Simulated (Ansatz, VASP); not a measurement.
Cu: VASP beside Ansatz

Contents of INCAR:

```
ALGO = Normal
EDIFF = 1E-7
EDIFFG = -0.04
ENCUT = 600
GGA = PS
GGA_COMPAT = F
IBRION = 2
ISIF = 3
ISMEAR = 0
LASPH = T
LCHARG = F
LREAL = F
LWAVE = F
NELM = 120
NELMIN = 4
NSW = 90
PREC = Accurate
SIGMA = 0.1
```

The input KPOINTS:

```
k-points
0
Gamma
  9 9 9
```

POSCAR

```
Cu
1.0
    1.2713610626      0.7340206517      2.0262860593
   -1.2713610626      0.7340206517      2.0262860593
    0.0000000000     -1.4680413035      2.0262860593
Cu
1
Direct
    0.5000000000      0.5000000000      0.5000000000
```

Input for Ansatz:

```yaml
crystal:
  lattice:
    - [1.2713610626, 0.7340206517, 2.0262860593]
    - [-1.2713610626, 0.7340206517, 2.0262860593]
    - [0.0, -1.4680413035, 2.0262860593]
  atoms:
    - { symbol: Cu, position: [0.5, 0.5, 0.5] }
basis:
  ecutwfc: 420
kpoints:
  mp_grid: { grid: [9, 9, 9] }
hamiltonian:
  xc: pbesol
scf:
  occupations: { method: gaussian, width: 0.1 }
  lower_state_search: "off"
output:
  forces: true
  stress: true
  eigenvalues: true
relax:
  adjacent_minimum: "off"
  f_tol: 0.04
  max_steps: 70
  cell: { stress_tol: 0.4 }
```

Alike in both runs: task relaxation of cell and atoms; functional PBEsol; k mesh 9 × 9 × 9; occupations gaussian, width 0.1 eV; no spin polarisation.

|  | VASP | Ansatz |
| --- | --- | --- |
| version | VASP 6.6.1 | Ansatz 0.2.0 |
| potentials or method | VASP PAW PBE potentials, release 64 (Cu), cutoff 600 eV | scalar-relativistic, plane waves, PAW |
| valence electrons in the cell | 11 | 19 |

|  | VASP | Ansatz | Ansatz less VASP |
| --- | --- | --- | --- |
| gap on the k mesh at the Fermi level, each at its own relaxed structure (eV) | none | none | - |
| relaxed volume (Å³/atom) | 11.34 | 11.32 | -0.021 |
| relaxed cell length with the largest relative difference (Å) | 2.522 | 2.520 | -0.0024 |

VASP's potentials were made for PBE, not for PBEsol. A gap of «none» marks a metal or a gap that the smearing closes. VASP's potentials hold 11 valence electrons a cell and Ansatz's 19, so a difference there can come from the potentials and not from the codes.
